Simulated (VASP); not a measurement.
Crystal: MgO.

```
CELL_PARAMETERS angstrom
4.34295 0.01306 -0.11150
-0.01306 -4.09500 0.09215
0.11150 0.09215 -4.05765
ATOMIC_POSITIONS crystal
Mg 0.00627 0.01426 0.98152
Mg 0.50666 0.49937 0.00153
Mg 0.49144 0.99310 0.48390
Mg 0.00331 0.49461 0.51691
O 0.50016 0.98283 0.98920
O 0.99396 0.51353 0.01540
O 0.98726 0.01546 0.50848
O 0.51094 0.48685 0.50307
```

Base run:

```yaml
Program: VASP 6.6.1
Functional: PBEsol
Potentials_or_basis: VASP PAW PBE potentials, release 64 (Mg, O)
Cutoff: 520 eV
k_mesh: 6 × 6 × 6, shifted
Occupations: gaussian, width 0.05 eV
Spin: no spin polarisation
```

Its results: band gap on the k mesh 5.08 eV; pressure 8.6 GPa; largest force 1.516 eV/Å.

Problem. The run is repeated on the same cell with these changes: k mesh from 6 × 6 × 6, shifted to 6 × 6 × 6. What comes out?

Solution. Band gap on the k mesh 4.58 eV; pressure 8.6 GPa; largest force 1.516 eV/Å.

Caveats: the PAW data sets were made with another functional, which shifts forces and pressure a little.

A k mesh can miss the band edges.
